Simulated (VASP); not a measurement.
A run of VASP 6.6.1:

File INCAR:

```
SYSTEM = Si2Mo
PREC = Accurate
ENCUT = 520
EDIFF = 1E-7
ISMEAR = 0
SIGMA = 0.15
LREAL = .FALSE.
LASPH = .TRUE.
NELM = 80
ALGO = Normal
ISIF = 2
LWAVE = .FALSE.
LCHARG = .FALSE.
GGA = PE
NBANDS = 18
```

The input KPOINTS:

```
Automatic mesh
0
G
  18 18 18
  0 0 0
```

POSCAR

```
Si2Mo
1.0
   -1.5655392978      1.5655392978      3.9366136217
    1.5655392978     -1.5655392978      3.9366136217
    1.5655392978      1.5655392978     -3.9366136217
Si Mo
2 1
Direct
    0.3350971189      0.3350971189      0.0000000000
    0.6649028811      0.6649028811      0.0000000000
    0.0000000000      0.0000000000      0.0000000000
```

Potentials or basis: VASP PAW PBE potentials, release 64 (Si, Mo_sv).

Command:

```console
$ cat potpaw_PBE.64/Si/POTCAR potpaw_PBE.64/Mo_sv/POTCAR > POTCAR
$ mpirun -np 1 vasp_std > vasp.out
```

Hardware: 1 thread of Intel Xeon 8259CL, on a shared host.

**Question.** Estimate the wall time of this run.

**Answer.** It took 12 min on 1 thread of Intel Xeon 8259CL, with other jobs on the host, peak memory 0.45 GiB. Counts: scf iterations 15, k points 480.
